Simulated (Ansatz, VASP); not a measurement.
# One calculation of Pt, two programs

```xyz
1
Lattice="2.7266 0.0000 0.0000 0.0000 2.7266 0.0000 0.0000 0.0000 2.7266" Properties=species:S:1:pos:R:3 pbc="T T T"
Pt    0.0000    0.0000    0.0000
```

Alike in both runs: task single point; functional PBE; k mesh 13 × 13 × 13; occupations fermi-dirac, width 0.1 eV; no spin polarisation.

|  | VASP | Ansatz |
| --- | --- | --- |
| version | VASP 6.6.1 | Ansatz 0.2.0 |
| potentials or method | VASP PAW PBE potentials, release 64 (Pt), cutoff 520 eV | plane waves (420 eV) with PAW, scalar-relativistic |
| valence electrons in the cell | 10 | 18 |

|  | VASP | Ansatz | Ansatz less VASP |
| --- | --- | --- | --- |
| pressure (GPa) | -15.6 | -15.3 | +0.24 |

VASP's potentials hold 10 valence electrons a cell and Ansatz's 18, so a difference there can come from the potentials and not from the codes.

Spin-orbit coupling is off throughout.
